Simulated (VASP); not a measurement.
Write the native input for VASP 6.6.1 that does the following.

| Property | Result |
| --- | --- |
| Task | single point |
| Functional | PBE |
| Potentials or basis | VASP PAW PBE potentials, release 64 (Pb_d) |
| Cutoff | 500 eV |
| k mesh | 11 × 11 × 11 |
| Occupations | fermi-dirac, width 0.05 eV |
| Spin | no spin polarisation |
| Dipole correction | no |
| Further INCAR settings | ALGO = Normal; EDIFF = 1e-06; NBANDS = 21 |

The structure of Pb lies in POSCAR:

```
Pb
1.0
    0.0000000000      3.0309529646      3.0309529646
    3.0309529646      0.0000000000      3.0309529646
    3.0309529646      3.0309529646      0.0000000000
Pb
2
Direct
   -0.1250000000     -0.1250000000     -0.1250000000
    0.1250000000      0.1250000000      0.1250000000
```

This isn't the form of Pb at room conditions, which is fcc.

The input as run:

INCAR

```
PREC = Accurate
ENCUT = 500
EDIFF = 1E-6
ISMEAR = -1
SIGMA = 0.05
LREAL = False
LASPH = True
NELM = 120
ALGO = Normal
ISIF = 2
LWAVE = False
LCHARG = False
GGA = PE
NBANDS = 21
GGA_COMPAT = False
```

KPOINTS

```
Automatic mesh
0
Gamma
  11 11 11
```

Potentials or basis: VASP PAW PBE potentials, release 64 (Pb_d).

Launch:

```sh
$ cat potpaw_PBE.64/Pb_d/POTCAR > POTCAR
$ mpirun -np 1 vasp_std > vasp.out
```

Results of the run:

```
Pressure               : 34.8 GPa
Band gap on the k mesh : zero (bands 14 and 15 overlap by 1.19 eV)
```

Caveat: the cell stands under pressure; spin-orbit coupling is left out, which moves the levels of the heavy elements.

Wall time 20 s on 1 thread of Intel(R) Xeon(R) 6975P-C (Granite Rapids), on a shared host, peak memory 0.19 GiB.
